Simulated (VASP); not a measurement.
# MoSe (Fm-3m) in VASP: a series of runs

MoSe is run at these levels: PBE; tasks: relaxation of cell and atoms, single point.

Everything below comes from runs of VASP 6.6.1. Logs are shortened: lines on timing, memory, paths and dates and some standing lists are left out, and cuts for length are marked.

## 1. The cell of the first run

Symmetry: Fm-3m, No. 225, cubic system. Conventional cell: a = 5.220 Å, b = 5.220 Å, c = 5.220 Å, α = 90.00°, β = 90.00°, γ = 90.00°. Within 3.4 Å of Mo (site symmetry m-3m) lie 6 Se at 2.61 Å. Within 3.4 Å of Se (site symmetry m-3m) lie 6 Mo at 2.61 Å.

## 2. Relaxation of cell and atoms, PBE

Contents of INCAR:

```
PREC     = Accurate       # precision mode
ENCUT    = 600            # plane-wave cutoff, eV
EDIFF    = 1E-6           # SCF threshold, eV
ISMEAR   = 0              # smearing method
SIGMA    = 0.1            # smearing width, eV
LREAL    = False          # projectors in reciprocal space
LASPH    = True           # aspherical terms in the spheres
NELM     = 80             # most SCF steps
ALGO     = Normal         # electronic algorithm
ISIF     = 3              # what is computed and relaxed
LWAVE    = False          # write WAVECAR
LCHARG   = False          # write CHGCAR
GGA      = PE             # functional
IBRION   = 2              # ionic algorithm
NSW      = 80             # ionic steps
EDIFFG   = -0.01          # ionic threshold
```

Contents of KPOINTS:

```
regular mesh
0
Gamma
  14 14 14
```

Contents of POSCAR:

```
MoSe
1.0
    0.0000000000      2.6101627283      2.6101627283
    2.6101627283      0.0000000000      2.6101627283
    2.6101627283      2.6101627283      0.0000000000
Mo Se
1 1
Direct
    0.0000000000      0.0000000000      0.0000000000
    0.5000000000      0.5000000000      0.5000000000
```

Potentials or basis: VASP PAW PBE potentials, release 64 (Mo_sv, Se).

Launch:

```bash
$ cat potpaw_PBE.64/Mo_sv/POTCAR potpaw_PBE.64/Se/POTCAR > POTCAR
$ mpirun -np 1 vasp_std > vasp.out
```

OUTCAR:

```text
PREC = Accurate
   ENCUT = 600
   EDIFF = 1E-6
   ISMEAR = 0
   LREAL = False
   LASPH = True
   NELM = 80
   ISIF = 3
   GGA = PE
   IBRION = 2
   NSW = 80
   EDIFFG = -0.01

 ion  position               nearest neighbor table
   1  0.000  0.000  0.000-   2 2.61   2 2.61   2 2.61   2 2.61   2 2.61   2 2.61
   2  0.500  0.500  0.500-   1 2.61   1 2.61   1 2.61   1 2.61   1 2.61   1 2.61

  LATTYP: Found a face centered cubic cell.
 ALAT       =     5.2203254566

  Lattice vectors:

 A1 = (   0.0000000000,   2.6101627283,   2.6101627283)
 A2 = (   2.6101627283,   0.0000000000,   2.6101627283)
 A3 = (   2.6101627283,   2.6101627283,   0.0000000000)

Analysis of symmetry for initial positions (statically):
=====================================================================
 Subroutine PRICEL returns:
 Original cell was already a primitive cell.

 Routine SETGRP: Setting up the symmetry group for a
 face centered cubic supercell.

 Subroutine GETGRP returns: Found 48 space group operations
 (whereof 48 operations were pure point group operations)
 out of a pool of 48 trial point group operations.

The static configuration has the point symmetry O_h .

Analysis of symmetry for dynamics (positions and initial velocities):
=====================================================================
 Subroutine PRICEL returns:
 Original cell was already a primitive cell.

 Routine SETGRP: Setting up the symmetry group for a
 face centered cubic supercell.

 Subroutine GETGRP returns: Found 48 space group operations
 (whereof 48 operations were pure point group operations)
 out of a pool of 48 trial point group operations.

The dynamic configuration has the point symmetry O_h .

 Subroutine INISYM returns: Found 48 space group operations
 (whereof 48 operations are pure point group operations),
 and found     1 'primitive' translations

----------------------------------------------------------------------------------------

                                     Primitive cell

  volume of cell :      35.5658

  direct lattice vectors                    reciprocal lattice vectors
     0.000000000  2.610162728  2.610162728    -0.191558938  0.191558938  0.191558938
     2.610162728  0.000000000  2.610162728     0.191558938 -0.191558938  0.191558938
     2.610162728  2.610162728  0.000000000     0.191558938  0.191558938 -0.191558938

  length of vectors
     3.691327530  3.691327530  3.691327530     0.331789813  0.331789813  0.331789813

  position of ions in fractional coordinates (direct lattice)
     0.000000000  0.000000000  0.000000000
     0.500000000  0.500000000  0.500000000

  ion indices of the primitive-cell ions
   primitive index   ion index
                 1           1
                 2           2

----------------------------------------------------------------------------------------

 KPOINTS: regular mesh

Automatic generation of k-mesh.
 Grid dimensions read from file:
 generate k-points for:   14   14   14

 Generating k-lattice:

  Cartesian coordinates                     Fractional coordinates (reciprocal lattice)
    -0.013682781  0.013682781  0.013682781     0.071428571  0.000000000  0.000000000
     0.013682781 -0.013682781  0.013682781     0.000000000  0.071428571  0.000000000
     0.013682781  0.013682781 -0.013682781     0.000000000  0.000000000  0.071428571

  Length of vectors
     0.023699272  0.023699272  0.023699272

  Shift w.r.t. Gamma in fractional coordinates (k-lattice)
     0.000000000  0.000000000  0.000000000

 Subroutine IBZKPT returns following result:
 ===========================================

 Found    104 irreducible k-points:

 Following reciprocal coordinates:
            Coordinates               Weight
  0.000000  0.000000  0.000000      1.000000
  0.071429  0.000000  0.000000      8.000000
  0.142857  0.000000  0.000000      8.000000
  0.214286  0.000000  0.000000      8.000000
  0.285714  0.000000  0.000000      8.000000
  0.357143  0.000000  0.000000      8.000000
[... 16 lines left out ...]
  0.214286  0.142857  0.000000     24.000000
  0.285714  0.142857  0.000000     24.000000
 [... further k-points ...]
   k-points           NKPTS =    104   k-points in BZ     NKDIM =    104   number of bands    NBANDS=     14
   number of dos      NEDOS =    301   number of ions     NIONS =      2
   total plane-waves  NPLWV =  27000
   dimension x,y,z NGX =    30 NGY =   30 NGZ =   30
   dimension x,y,z NGXF=    60 NGYF=   60 NGZF=   60
   ions per type =               1   1
   NGX,Y,Z   is equivalent  to a cutoff of  13.51, 13.51, 13.51 a.u.
   NGXF,Y,Z  is equivalent  to a cutoff of  27.02, 27.02, 27.02 a.u.
 SYSTEM =  unknown system
   PREC   = accura    normal or accurate (medium, high low for compatibility)
   ISTART =      0    job   : 0-new  1-cont  2-samecut
   ICHARG =      2    charge: 1-file 2-atom 10-const
   ISPIN  =      1    spin polarized calculation?
   LNONCOLLINEAR =      F non collinear calculations
   LSORBIT =      F    spin-orbit coupling
   LASPH  =      T    aspherical Exc in radial PAW
   ENCUT  =  600.0 eV  44.10 Ry    6.64 a.u.   7.37  7.37  7.37*2*pi/ulx,y,z
   NELM   =     80;   NELMIN=  2; NELMDL= -5     # of ELM steps
   EDIFF  = 0.1E-05   stopping-criterion for ELM
   LREAL  =      F    real-space projection
   EDIFFG = -.1E-01   stopping-criterion for IOM
   NSW    =     80    number of steps for IOM
   IBRION =      2    ionic relax: 0-MD 1-quasi-New 2-CG
   NFREE  =      1    steps in history (QN), initial steepest desc. (CG)
   ISIF   =      3    stress and relaxation
   ISYM   =      2    0-nonsym 1-usesym 2-fastsym
   POTIM  = 0.5000    time-step for ionic-motion
   TEBEG  =    0.0;   TEEND  =   0.0 temperature during run
   PSTRESS=    0.0 pullay stress
   NELECT =      20.0000    total number of electrons
   NUPDOWN=      -1.0000    fix difference up-down
   EMIN   =  10.00;   EMAX   =-10.00  energy-range for DOS
   EFERMI =   0.00;   METHOD = LEGACY
   ISMEAR =     0;   SIGMA  =   0.10  broadening in eV -4-tet -1-fermi 0-gaus
   EFERMI_NEDOS =   21; number of points for ismear=-14 and -15
   IALGO  =     38    algorithm
   IMIX   =      4    mixing-type and parameters
     AMIX     =   0.40;   BMIX     =  1.00
     AMIX_MAG =   1.60;   BMIX_MAG =  1.00
  volume/ion in A,a.u.               =      17.78       120.00
  Fermi-wavevector in a.u.,A,eV,Ry     =   1.351265  2.553521 24.843116  1.825918
  Thomas-Fermi vector in A             =   2.478701
   LORBIT       =      0    0 simple, 1 ext, 2 COOP (PROOUT), +10 PAW based schemes
   GGA     = PE    functional components
   LHFCALC =     F    Hartree Fock is set to
   AEXX    =    0.0000 exact exchange contribution
   IVDW    =     0    specifies the selected vdW correction
   LEPSILON=     F    determine dielectric tensor
   LRPA    =     F    only Hartree local field effects (RPA)
 conjugate gradient relaxation of ions
 non-spin polarized calculation
 Gauss-broadening in eV      SIGMA  =   0.10
  energy-cutoff  :      600.00
  volume of cell :       35.57
 maximum number of plane-waves:      1243
 NGX is ok and might be reduce to    30
   NGX = 15   NGY = 15   NGZ = 15

--------------------------------------- Ionic step        1  -------------------------------------------

 number of electron      20.0000000 magnetization

 Free energy of the ion-electron system (eV)
  ---------------------------------------------------
  ext. energy  EPLUGINS =         0.00000000
  ---------------------------------------------------
  free energy    TOTEN  =       -13.29647790 eV

  energy without entropy =      -13.28173934  energy(sigma->0) =      -13.28910862

------------------------ aborting loop because EDIFF is reached ----------------------------------------

  FORCE on cell =-STRESS in cart. coord.  units (eV):
  Direction    XX          YY          ZZ          XY          YZ          ZX
  --------------------------------------------------------------------------------------
  -------------------------------------------------------------------------------------
  Total        0.0429895      0.0429895      0.0429895      0.0000000     -0.0000000      0.0000000
  in kB        1.9365997      1.9365997      1.9365997      0.0000000     -0.0000000      0.0000000
  external PRESSURE =       1.9365997 kB  Pullay stress =       0.0000000 kB

 VOLUME and BASIS-vectors are now :
 -----------------------------------------------------------------------------
  energy-cutoff  :      600.00
  volume of cell :       35.57
      direct lattice vectors                 reciprocal lattice vectors
     0.000000000  2.610162728  2.610162728    -0.191558938  0.191558938  0.191558938
     2.610162728  0.000000000  2.610162728     0.191558938 -0.191558938  0.191558938
     2.610162728  2.610162728  0.000000000     0.191558938  0.191558938 -0.191558938
[... 37 lines left out ...]
 POSITION                                       TOTAL-FORCE (eV/Angst)
 -----------------------------------------------------------------------------------
      2.61287      2.61287      5.22574        -0.000000      0.000000      0.000000
      2.61287      2.61287      2.61287         0.000000     -0.000000     -0.000000
 -----------------------------------------------------------------------------------
    total drift:                                0.000000      0.000000      0.000000

  FREE ENERGIE OF THE ION-ELECTRON SYSTEM (eV)
  ---------------------------------------------------
  free  energy   TOTEN  =       -13.2964629075 eV

  energy  without entropy=      -13.2816342166  energy(sigma->0) =      -13.28904856

--------------------------------------- Ionic step        3  -------------------------------------------

 number of electron      20.0000000 magnetization

 Free energy of the ion-electron system (eV)
  ---------------------------------------------------
  ext. energy  EPLUGINS =         0.00000000
  ---------------------------------------------------
  free energy    TOTEN  =       -13.29650771 eV

  energy without entropy =      -13.28172822  energy(sigma->0) =      -13.28911797

 E-fermi :   9.6009     XC(G=0): -11.7703

 val. band max:        9.5579419630   @ k =  -0.4286   0.2143   0.0000
 cond. band min:       9.6026055594   @ k =   0.5000   0.2143   0.0714
 fundamental gap:      0.0446635964
 Fermi energy:         9.6009317110

 k-point     1 :       0.0000    0.0000    0.0000
  band No.  band energies     occupation
      1     -51.6581      2.00000
      2     -25.7654      2.00000
      3     -25.7654      2.00000
      4     -25.7654      2.00000
      5      -6.3496      2.00000
      6       7.3274      2.00000
      7       7.3274      2.00000
      8       7.3274      2.00000
      9       7.6537      2.00000
     10       7.6537      2.00000
     11       7.6537      2.00000
     12       8.0437      2.00000
     13       8.0437      2.00000
     14      12.3091      0.00000

 k-point     2 :       0.0714    0.0000    0.0000
  band No.  band energies     occupation
      1     -51.6577      2.00000
      2     -25.7713      2.00000
      3     -25.7659      2.00000
      4     -25.7659      2.00000
      5      -6.2877      2.00000
      6       6.5706      2.00000
      7       6.6849      2.00000
      8       6.6849      2.00000
      9       7.7665      2.00000
     10       7.7665      2.00000
[... 362 lines left out ...]
 k-point    24 :       0.2857    0.1429    0.0000
  band No.  band energies     occupation
      1     -51.6534      2.00000
      2     -25.8223      2.00000
      3     -25.7795      2.00000
      4     -25.7768      2.00000
      5      -5.6046      2.00000
      6       3.5200      2.00000
      7       5.1031      2.00000
      8       5.4181      2.00000
      9       7.6209      2.00000
     10       8.7594      2.00000
     11       9.4797      1.91356
     12      10.3658      0.00000
     13      11.5247      0.00000
     14      15.8715      0.00000

 [... further k-points ...]

------------------------ aborting loop because EDIFF is reached ----------------------------------------

  FORCE on cell =-STRESS in cart. coord.  units (eV):
  Direction    XX          YY          ZZ          XY          YZ          ZX
  --------------------------------------------------------------------------------------
  -------------------------------------------------------------------------------------
  Total       -0.0004582     -0.0004582     -0.0004582      0.0000000     -0.0000000      0.0000000
  in kB       -0.0206124     -0.0206124     -0.0206124      0.0000000     -0.0000000      0.0000000
  external PRESSURE =      -0.0206124 kB  Pullay stress =       0.0000000 kB

 VOLUME and BASIS-vectors are now :
 -----------------------------------------------------------------------------
  energy-cutoff  :      600.00
  volume of cell :       35.62
      direct lattice vectors                 reciprocal lattice vectors
     0.000000000  2.611412540  2.611412540    -0.191467259  0.191467259  0.191467259
     2.611412540 -0.000000000  2.611412540     0.191467259 -0.191467259  0.191467259
     2.611412540  2.611412540 -0.000000000     0.191467259  0.191467259 -0.191467259

 POSITION                                       TOTAL-FORCE (eV/Angst)
 -----------------------------------------------------------------------------------
      0.00000      0.00000     -0.00000        -0.000000     -0.000000      0.000000
      2.61141      2.61141      2.61141         0.000000      0.000000     -0.000000
 -----------------------------------------------------------------------------------
    total drift:                               -0.000000      0.000000      0.000000

  FREE ENERGIE OF THE ION-ELECTRON SYSTEM (eV)
  ---------------------------------------------------
  free  energy   TOTEN  =       -13.2965077144 eV

  energy  without entropy=      -13.2817282168  energy(sigma->0) =      -13.28911797

 reached required accuracy - stopping structural energy minimisation
```

It took 47 s on 1 thread of AMD EPYC 9R45 (Zen 5), shared host; peak memory 0.2 GiB.

Results:

```yaml
Free_energy: -13.2965 eV
Relaxed_volume: 17.81 Å³/atom
Relaxed_cell: a = 3.693 Å, b = 3.693 Å, c = 3.693 Å, α = 60.00°, β = 60.00°, γ = 60.00°
Space_group_after_relaxing_to_0.1_Å: Fm-3m (No. 225)
Energy_gained_by_relaxing: 0.0 meV/atom
Ionic_steps: 3
Pressure_after_relaxing: 0.0 GPa
Band_gap_on_the_k_mesh: zero (bands 10 and 11 overlap by 2.20 eV)
```

Final structure:
```cif
data_structure
_symmetry_space_group_name_H-M 'P 1'
_symmetry_Int_Tables_number 1
_cell_length_a 3.6931
_cell_length_b 3.6931
_cell_length_c 3.6931
_cell_angle_alpha 60.000
_cell_angle_beta 60.000
_cell_angle_gamma 60.000
_cell_volume 35.62
loop_
_atom_site_label
_atom_site_type_symbol
_atom_site_fract_x
_atom_site_fract_y
_atom_site_fract_z
_atom_site_occupancy
Mo1 Mo 0.00000 0.00000 0.00000 1
Se1 Se 0.50000 0.50000 0.50000 1
```

[end of part 1 of 2]
